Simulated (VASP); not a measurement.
# WC (P4/mmm) in VASP: further runs

Runs on WC. Level: PBE. Tasks: single point.

All numbers are computed with VASP 6.6.1; they aren't measurements. Logs are shortened: lines on timing, memory, paths and dates and some standing lists are left out, and cuts for length are marked.

## Step 1: The cell of the first run

Symmetry: P4/mmm, No. 123, tetragonal system. The conventional cell has a = 2.944 Å, b = 2.944 Å, c = 3.005 Å, α = 90.00°, β = 90.00°, γ = 90.00°. Within 2.8 Å of W (site symmetry 4/mmm) lie 4 C at 2.08 Å. C (site symmetry 4/mmm) has 4 W at 2.08 Å within 2.8 Å.

## Step 2: Single point, PBE

INCAR

```
  ALGO = Normal
  EDIFF = 1E-6
  ENCUT = 600
  GGA = PE
  GGA_COMPAT = F
  ISIF = 2
  ISMEAR = 0
  LASPH = T
  LCHARG = T
  LELF = T
  LREAL = F
  LVHAR = T
  LWAVE = F
  NBANDS = 16
  NELM = 120
  PREC = Accurate
  SIGMA = 0.2
```

KPOINTS

```
k-points
0
Gamma
  6 6 5
```

POSCAR

```
WC
1.0
    2.9437464950      0.0000000000      0.0000000000
    0.0000000000      2.9437464950      0.0000000000
    0.0000000000      0.0000000000      3.0053542109
W C
1 1
Direct
    0.0000000000      0.0000000000      0.0000000000
    0.5000000000      0.5000000000      0.0000000000
```

Potentials or basis: VASP PAW PBE potentials, release 64 (W_sv, C).

Launch:

```bash
$ cat potpaw_PBE.64/W_sv/POTCAR potpaw_PBE.64/C/POTCAR > POTCAR
$ mpirun -np 1 vasp_std > vasp.out
```

OUTCAR:

```text
EDIFF = 1E-6
   ENCUT = 600
   GGA = PE
   ISIF = 2
   ISMEAR = 0
   LASPH = T
   LREAL = F
   NELM = 120
   PREC = Accurate

 ion  position               nearest neighbor table
   1  0.000  0.000  0.000-   2 2.08   2 2.08   2 2.08   2 2.08
   2  0.500  0.500  0.000-   1 2.08   1 2.08   1 2.08   1 2.08

  LATTYP: Found a simple tetragonal cell.
 ALAT       =     2.9437464950
 C/A-ratio  =     1.0209283361

  Lattice vectors:

 A1 = (   2.9437464950,   0.0000000000,   0.0000000000)
 A2 = (   0.0000000000,   2.9437464950,   0.0000000000)
 A3 = (   0.0000000000,   0.0000000000,   3.0053542109)

Analysis of symmetry for initial positions (statically):
=====================================================================
 Subroutine PRICEL returns:
 Original cell was already a primitive cell.

 Routine SETGRP: Setting up the symmetry group for a
 simple tetragonal supercell.

 Subroutine GETGRP returns: Found 16 space group operations
 (whereof 16 operations were pure point group operations)
 out of a pool of 16 trial point group operations.

The static configuration has the point symmetry D_4h.

Analysis of symmetry for dynamics (positions and initial velocities):
=====================================================================
 Subroutine PRICEL returns:
 Original cell was already a primitive cell.

 Routine SETGRP: Setting up the symmetry group for a
 simple tetragonal supercell.

 Subroutine GETGRP returns: Found 16 space group operations
 (whereof 16 operations were pure point group operations)
 out of a pool of 16 trial point group operations.

The dynamic configuration has the point symmetry D_4h.

 Subroutine INISYM returns: Found 16 space group operations
 (whereof 16 operations are pure point group operations),
 and found     1 'primitive' translations

----------------------------------------------------------------------------------------

                                     Primitive cell

  volume of cell :      26.0433

  direct lattice vectors                    reciprocal lattice vectors
     2.943746495  0.000000000  0.000000000     0.339703165  0.000000000  0.000000000
     0.000000000  2.943746495  0.000000000     0.000000000  0.339703165  0.000000000
     0.000000000  0.000000000  3.005354211     0.000000000  0.000000000  0.332739481

  length of vectors
     2.943746495  2.943746495  3.005354211     0.339703165  0.339703165  0.332739481

  position of ions in fractional coordinates (direct lattice)
     0.000000000  0.000000000  0.000000000
     0.500000000  0.500000000  0.000000000

  ion indices of the primitive-cell ions
   primitive index   ion index
                 1           1
                 2           2

----------------------------------------------------------------------------------------

 KPOINTS: k-points

Automatic generation of k-mesh.
 Grid dimensions read from file:
 generate k-points for:    6    6    5

 Generating k-lattice:

  Cartesian coordinates                     Fractional coordinates (reciprocal lattice)
     0.056617194  0.000000000  0.000000000     0.166666667  0.000000000  0.000000000
     0.000000000  0.056617194  0.000000000     0.000000000  0.166666667  0.000000000
     0.000000000  0.000000000  0.066547896     0.000000000  0.000000000  0.200000000

  Length of vectors
     0.056617194  0.056617194  0.066547896

  Shift w.r.t. Gamma in fractional coordinates (k-lattice)
     0.000000000  0.000000000  0.000000000

 Subroutine IBZKPT returns following result:
 ===========================================

 Found     30 irreducible k-points:

 Following reciprocal coordinates:
            Coordinates               Weight
  0.000000  0.000000  0.000000      1.000000
  0.166667  0.000000  0.000000      4.000000
  0.333333  0.000000  0.000000      4.000000
  0.500000  0.000000  0.000000      2.000000
  0.166667  0.166667  0.000000      4.000000
  0.333333  0.166667  0.000000      8.000000
[... 16 lines left out ...]
  0.333333  0.000000  0.400000      8.000000
  0.500000  0.000000  0.400000      4.000000
 [... further k-points ...]
   k-points           NKPTS =     30   k-points in BZ     NKDIM =     30   number of bands    NBANDS=     16
   number of dos      NEDOS =    301   number of ions     NIONS =      2
   total plane-waves  NPLWV =  13824
   dimension x,y,z NGX =    24 NGY =   24 NGZ =   24
   dimension x,y,z NGXF=    48 NGYF=   48 NGZF=   48
   ions per type =               1   1
   NGX,Y,Z   is equivalent  to a cutoff of  13.55, 13.55, 13.28 a.u.
   NGXF,Y,Z  is equivalent  to a cutoff of  27.11, 27.11, 26.55 a.u.
 SYSTEM =  unknown system
   PREC   = accura    normal or accurate (medium, high low for compatibility)
   ISTART =      0    job   : 0-new  1-cont  2-samecut
   ICHARG =      2    charge: 1-file 2-atom 10-const
   ISPIN  =      1    spin polarized calculation?
   LNONCOLLINEAR =      F non collinear calculations
   LSORBIT =      F    spin-orbit coupling
   LASPH  =      T    aspherical Exc in radial PAW
   ENCUT  =  600.0 eV  44.10 Ry    6.64 a.u.   5.88  5.88  6.00*2*pi/ulx,y,z
   NELM   =    120;   NELMIN=  2; NELMDL= -5     # of ELM steps
   EDIFF  = 0.1E-05   stopping-criterion for ELM
   LREAL  =      F    real-space projection
   EDIFFG = 0.1E-04   stopping-criterion for IOM
   NSW    =      0    number of steps for IOM
   IBRION =     -1    ionic relax: 0-MD 1-quasi-New 2-CG
   NFREE  =      0    steps in history (QN), initial steepest desc. (CG)
   ISIF   =      2    stress and relaxation
   ISYM   =      2    0-nonsym 1-usesym 2-fastsym
   POTIM  = 0.5000    time-step for ionic-motion
   TEBEG  =    0.0;   TEEND  =   0.0 temperature during run
   PSTRESS=    0.0 pullay stress
   NELECT =      18.0000    total number of electrons
   NUPDOWN=      -1.0000    fix difference up-down
   EMIN   =  10.00;   EMAX   =-10.00  energy-range for DOS
   EFERMI =   0.00;   METHOD = LEGACY
   ISMEAR =     0;   SIGMA  =   0.20  broadening in eV -4-tet -1-fermi 0-gaus
   EFERMI_NEDOS =   21; number of points for ismear=-14 and -15
   IALGO  =     38    algorithm
   IMIX   =      4    mixing-type and parameters
     AMIX     =   0.40;   BMIX     =  1.00
     AMIX_MAG =   1.60;   BMIX_MAG =  1.00
  volume/ion in A,a.u.               =      13.02        87.87
  Fermi-wavevector in a.u.,A,eV,Ry     =   1.447439  2.735262 28.505276  2.095079
  Thomas-Fermi vector in A             =   2.565393
   LORBIT       =      0    0 simple, 1 ext, 2 COOP (PROOUT), +10 PAW based schemes
   GGA     = PE    functional components
   LHFCALC =     F    Hartree Fock is set to
   AEXX    =    0.0000 exact exchange contribution
   IVDW    =     0    specifies the selected vdW correction
   LEPSILON=     F    determine dielectric tensor
   LRPA    =     F    only Hartree local field effects (RPA)
 non-spin polarized calculation
 Gauss-broadening in eV      SIGMA  =   0.20
  energy-cutoff  :      600.00
  volume of cell :       26.04
 maximum number of plane-waves:       888
 NGX is ok and might be reduce to    24
   NGX = 11   NGY = 11   NGZ = 13

 number of electron      18.0000003 magnetization

 Free energy of the ion-electron system (eV)
  ---------------------------------------------------
  ext. energy  EPLUGINS =         0.00000000
  ---------------------------------------------------
  free energy    TOTEN  =       -20.78528251 eV

  energy without entropy =      -20.76578877  energy(sigma->0) =      -20.77553564

 E-fermi :   8.2297     XC(G=0): -12.3436

 val. band max:        8.2104700108   @ k =   0.5000   0.3333   0.2000
 cond. band min:       8.2970153849   @ k =   0.5000   0.5000   0.2000
 fundamental gap:      0.0865453741
 Fermi energy:         8.2297118028

 k-point     1 :       0.0000    0.0000    0.0000
  band No.  band energies     occupation
      1     -66.0809      2.00000
      2     -30.1873      2.00000
      3     -30.1873      2.00000
      4     -29.9867      2.00000
      5      -5.3951      2.00000
      6       4.2941      2.00000
[... 8 lines left out ...]
     15      22.0480      0.00000
     16      24.0922      0.00000

 k-point     2 :       0.1667    0.0000    0.0000
  band No.  band energies     occupation
      1     -66.0745      2.00000
      2     -30.3235      2.00000
      3     -30.1699      2.00000
      4     -29.9759      2.00000
      5      -4.7876      2.00000
      6       3.8543      2.00000
[... 8 lines left out ...]
     15      20.1309      0.00000
     16      23.9918      0.00000

 k-point     3 :       0.3333    0.0000    0.0000
  band No.  band energies     occupation
      1     -66.0618      2.00000
      2     -30.5874      2.00000
      3     -30.1349      2.00000
      4     -29.9540      2.00000
      5      -3.2135      2.00000
      6       1.9597      2.00000
[... 8 lines left out ...]
     15      21.0763      0.00000
     16      22.8355      0.00000

 k-point     4 :       0.5000    0.0000    0.0000
  band No.  band energies     occupation
      1     -66.0555      2.00000
      2     -30.7154      2.00000
      3     -30.1172      2.00000
      4     -29.9431      2.00000
      5      -1.7168      2.00000
      6       0.2276      2.00000
[... 8 lines left out ...]
     15      20.6780      0.00000
     16      22.1473      0.00000
[... 324 lines left out ...]
 k-point    22 :       0.1667    0.0000    0.4000
  band No.  band energies     occupation
      1     -66.0592      2.00000
      2     -30.2965      2.00000
      3     -30.2922      2.00000
      4     -30.1438      2.00000
      5      -3.8542      2.00000
      6       3.3446      2.00000
[... 8 lines left out ...]
     15      20.8386      0.00000
     16      21.6124      0.00000

 k-point    23 :       0.3333    0.0000    0.4000
  band No.  band energies     occupation
      1     -66.0466      2.00000
      2     -30.5518      2.00000
      3     -30.2671      2.00000
      4     -30.1094      2.00000
      5      -2.2959      2.00000
      6       2.4597      2.00000
[... 8 lines left out ...]
     15      21.3272      0.00000
     16      23.2262      0.00000

 k-point    24 :       0.5000    0.0000    0.4000
  band No.  band energies     occupation
      1     -66.0403      2.00000
      2     -30.6770      2.00000
      3     -30.2532      2.00000
      4     -30.0921      2.00000
      5      -0.8040      2.00000
      6       0.9061      2.00000
[... 8 lines left out ...]
     15      20.2723      0.00000
     16      23.6023      0.00000

 [... further k-points ...]
[... 5 lines left out ...]
  --------------------------------------------------------------------------------------
  -------------------------------------------------------------------------------------
  Total        0.0682527      0.0682527     -0.0304646      0.0000000      0.0000000      0.0000000
  in kB        4.1988861      4.1988861     -1.8741740      0.0000000      0.0000000      0.0000000
  external PRESSURE =       2.1745328 kB  Pullay stress =       0.0000000 kB

 VOLUME and BASIS-vectors are now :
 -----------------------------------------------------------------------------
  energy-cutoff  :      600.00
  volume of cell :       26.04
      direct lattice vectors                 reciprocal lattice vectors
     2.943746495  0.000000000  0.000000000     0.339703165  0.000000000  0.000000000
     0.000000000  2.943746495  0.000000000     0.000000000  0.339703165  0.000000000
     0.000000000  0.000000000  3.005354211     0.000000000  0.000000000  0.332739481

 POSITION                                       TOTAL-FORCE (eV/Angst)
 -----------------------------------------------------------------------------------
      0.00000      0.00000      0.00000         0.000000      0.000000      0.000000
      1.47187      1.47187      0.00000         0.000000      0.000000      0.000000
 -----------------------------------------------------------------------------------
    total drift:                                0.000000     -0.000000     -0.000000

  FREE ENERGIE OF THE ION-ELECTRON SYSTEM (eV)
  ---------------------------------------------------
  free  energy   TOTEN  =       -20.7852825095 eV

  energy  without entropy=      -20.7657887672  energy(sigma->0) =      -20.77553564
```

Wall time 5 s (1 thread of Intel Xeon 6975P-C (Granite Rapids), shared host); peak memory 0.14 GiB.

What came out:

| Item | Value |
| --- | --- |
| Free energy | -20.7853 eV |
| Pressure | 0.2 GPa |
| Band gap on the k mesh | zero (band 9 reaches 9.39 eV, above the bottom of band 10 at 6.65 eV) |

Caveat: the k points lie up to 0.42 Å⁻¹ apart; spin-orbit coupling is left out, which moves the levels of the heavy elements.

## Step 3: Single point, PBE

This run uses another cell than the first one, of 14.47 Å³/atom, 1.111 times its volume.

INCAR

```
SYSTEM = WC
PREC = Accurate ; ENCUT = 600
EDIFF = 1E-6 ; ISMEAR = 0
SIGMA = 0.2 ; LREAL = .FALSE.
LASPH = .TRUE. ; NELM = 120
ALGO = Normal ; ISIF = 2
LWAVE = .FALSE. ; LCHARG = .FALSE.
GGA = PE ; NBANDS = 16
GGA_COMPAT = .FALSE.
```

KPOINTS

```
regular mesh
0
G
  7 7 4
  0 0 0
```

POSCAR

```
WC
1.0
    2.6546889884      0.0000000000      0.0000000000
    0.0000000000      2.6546889884      0.0000000000
    0.0000000000      0.0000000000      4.1062251624
W C
1 1
Direct
    0.0000000000      0.0000000000      0.3535980501
    0.0000000000      0.0000000000      0.8535902399
```

Potentials or basis: VASP PAW PBE potentials, release 64 (W_sv, C).

Launch:

```bash
$ cat potpaw_PBE.64/W_sv/POTCAR potpaw_PBE.64/C/POTCAR > POTCAR
$ mpirun -np 1 vasp_std > vasp.out
```

It took 6.9 s on 1 thread of Intel Xeon 6975P-C (Granite Rapids), shared host; peak memory 0.16 GiB.

Results (log left out):

```yaml
Free_energy: -18.0744 eV
Pressure: 0.3 GPa
Band_gap_on_the_k_mesh: zero (band 9 reaches 9.36 eV, above the bottom of band 10 at 5.60 eV)
```

Levels at points of the mesh, in eV from the Fermi level:
```tsv
k point	band 7	band 8	band 9	band 10	band 11	band 12
(0.00, 0.00, 0.00)	-3.55	-1.72	2.76	2.76	2.81	2.81
(0.00, 0.00, 0.50)	-4.77	-3.51	0.45	0.45	4.98	6.42
```

Caveat: the k points lie up to 0.38 Å⁻¹ apart; spin-orbit coupling is left out, which moves the levels of the heavy elements.
